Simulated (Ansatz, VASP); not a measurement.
**One calculation of Cd3Cl3O, two programs**

File INCAR:

```
SYSTEM = Cd3Cl3O
ALGO     = Normal         ! electronic algorithm
EDIFF    = 1E-6           ! SCF threshold, eV
ENCUT    = 520            ! plane-wave cutoff, eV
GGA      = PE             ! functional
ISIF     = 2              ! what is computed and relaxed
ISMEAR   = 0              ! smearing method
LASPH    = .True.         ! aspherical terms in the spheres
LCHARG   = .True.         ! write CHGCAR
LELF     = .True.         ! ELF
LREAL    = .False.        ! projectors in reciprocal space
LVHAR    = .True.       
LWAVE    = .False.        ! write WAVECAR
NBANDS   = 40             ! bands
NELM     = 100            ! most SCF steps
PREC     = Accurate       ! precision mode
SIGMA    = 0.1            ! smearing width, eV
```

The input KPOINTS:

```
k-points
0
Gamma
  3 3 3
  0 0 0
```

POSCAR

```
Cd3Cl3O
1.0
    3.9102103844      2.2575610180      3.1171858600
   -3.9102103844      2.2575610180      3.1171858600
    0.0000000000     -4.5151220360      3.1171858600
Cd Cl O
3 3 1
Direct
    0.5082703832      0.0699757562      0.5082703832
    0.5082703832      0.5082703832      0.0699757562
    0.0699757562      0.5082703832      0.5082703832
    0.9851847498      0.9851847498      0.4821523489
    0.4821523489      0.9851847498      0.9851847498
    0.9851847498      0.4821523489      0.9851847498
    0.4624469967      0.4624469967      0.4624469967
```

Input for Ansatz:

```yaml
crystal:
  lattice:
    - [3.9102103844, 2.257561018, 3.11718586]
    - [-3.9102103844, 2.257561018, 3.11718586]
    - [0.0, -4.515122036, 3.11718586]
  atoms:
    - { symbol: Cd, position: [0.5082703832, 0.0699757562, 0.5082703832] }
    - { symbol: Cd, position: [0.5082703832, 0.5082703832, 0.0699757562] }
    - { symbol: Cd, position: [0.0699757562, 0.5082703832, 0.5082703832] }
    - { symbol: Cl, position: [0.9851847498, 0.9851847498, 0.4821523489] }
    - { symbol: Cl, position: [0.4821523489, 0.9851847498, 0.9851847498] }
    - { symbol: Cl, position: [0.9851847498, 0.4821523489, 0.9851847498] }
    - { symbol: O, position: [0.4624469967, 0.4624469967, 0.4624469967] }
basis:
  ecutwfc: 420
kpoints:
  mp_grid: { grid: [3, 3, 3] }
hamiltonian:
  xc: pbe
scf:
  occupations: { method: gaussian, width: 0.1 }
  lower_state_search: "off"
output:
  forces: true
  stress: true
  eigenvalues: true
```

Change from the starting cell: the structure that the rattled cell fell into.

Alike in both runs: task single point; functional PBE; k mesh 3 × 3 × 3; occupations gaussian, width 0.1 eV; no spin polarisation.

|  | VASP | Ansatz |
| --- | --- | --- |
| version | VASP 6.6.1 | Ansatz 0.2.0 |
| potentials or method | VASP PAW PBE potentials, release 64 (Cd, Cl, O), cutoff 520 eV | scalar-relativistic, plane waves, PAW |
| valence electrons in the cell | 63 | 87 |

```tsv
	VASP	Ansatz	Ansatz less VASP
gap on the k mesh at the Fermi level (eV)	none	none	-
pressure (GPa)	0.6	0.2	-0.34
traceless stress, the component that is largest in VASP (GPa)	-0.12	0.02	+0.139
rms of the force components (eV/Å)	0.067	0.021	-0.0460
```

Atom by atom the forces differ by 0.048 eV/Å (rms over components). A gap of «none» marks a metal or a gap that the smearing closes. With one functional, cell and mesh, what is left measures potentials, basis and numerics. VASP's potentials hold 63 valence electrons a cell and Ansatz's 87, so a difference there can come from the potentials and not from the codes.

The k mesh is coarse, so the values compare programs but aren't converged.
